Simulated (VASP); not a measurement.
Crystal: FeSi.

```
Fe Si
1.0
     4.55070    0.00000    0.00000
     0.00000    4.55070    0.00000
     0.00000    0.00000    4.55070
Fe Si
4 4
Direct
  0.13652 0.13652 0.13652
  0.36348 0.86348 0.63652
  0.63652 0.36348 0.86348
  0.86348 0.63652 0.36348
  0.84240 0.84240 0.84240
  0.65760 0.15760 0.34240
  0.34240 0.65760 0.15760
  0.15760 0.34240 0.65760
```

```yaml
Program: VASP 6.6.1
Task: relaxation of the atoms
Functional: PBE
Potentials_or_basis: VASP PAW PBE potentials, release 64 (Fe, Si)
Cutoff: 520 eV
k_mesh: 8 × 8 × 8
Occupations: gaussian, width 0.01 eV
Spin: no spin polarisation
```

At the start: pressure -13.7 GPa; volume 11.78 Å³/atom.

**Question.** How do energy, volume and symmetry change on relaxing?

**Answer.** Over 6 steps the energy falls by 3.7 meV/atom at a fixed cell; space group P2_13 (No. 198, to 0.1 Å) before and after.

Step by step:
| step | energy change (eV) | largest force (eV/Å) | pressure (GPa) |
| --- | --- | --- | --- |
| 1 | 0.0000 | 0.2826 | -13.72 |
| 2 | -0.0202 | 0.1574 | -13.26 |
| 3 | -0.0281 | 0.0702 | -12.75 |
| 4 | -0.0281 | 0.0672 | -12.67 |
| 5 | -0.0293 | 0.0182 | -12.64 |
| 6 | -0.0294 | 0.0028 | -12.67 |

Final structure:
```
Fe Si
1.0
     4.55070    0.00000    0.00000
     0.00000    4.55070    0.00000
     0.00000    0.00000    4.55070
Fe Si
4 4
Direct
  0.13267 0.13267 0.13267
  0.36733 0.86733 0.63267
  0.63267 0.36733 0.86733
  0.86733 0.63267 0.36733
  0.83915 0.83915 0.83915
  0.66085 0.16085 0.33915
  0.33915 0.66085 0.16085
  0.16085 0.33915 0.66085
```
